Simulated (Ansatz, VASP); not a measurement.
**Two plane-wave programs on Si**

```
Si
1.0
     3.79782    0.00000    0.00000
    -1.89891    3.28901    0.00000
     0.00000    0.00000    6.26960
Si
4
Cartesian
  1.8989 1.0963 0.3944
  0.0000 2.1927 3.5292
  1.8989 1.0963 2.7404
  0.0000 2.1927 5.8752
```

Alike in both runs: task relaxation of cell and atoms; functional PBEsol; k mesh 12 × 12 × 6; occupations gaussian, width 0.01 eV; no spin polarisation.

|  | VASP | Ansatz |
| --- | --- | --- |
| version | VASP 6.6.1 | Ansatz 0.2.0 |
| potentials or method | VASP PAW PBE potentials, release 64 (Si), cutoff 600 eV | scalar-relativistic, plane waves, PAW |
| valence electrons in the cell | 16 | 16 |

VASP gave:

```
gap on the k mesh at the Fermi level, each at its own relaxed structure (eV) : 0.29
relaxed volume (Å³/atom)                                                     : 20.05
relaxed length of the cell vector where the two differ most in proportion (Å)              : 3.826
```

What did Ansatz give for the same quantities?

gap on the k mesh at the Fermi level, each at its own relaxed structure (eV): 0.30; relaxed volume (Å³/atom): 20.03; relaxed length of the cell vector where the two differ most in proportion (Å): 3.825.

VASP's potentials were made for PBE, not for PBEsol.
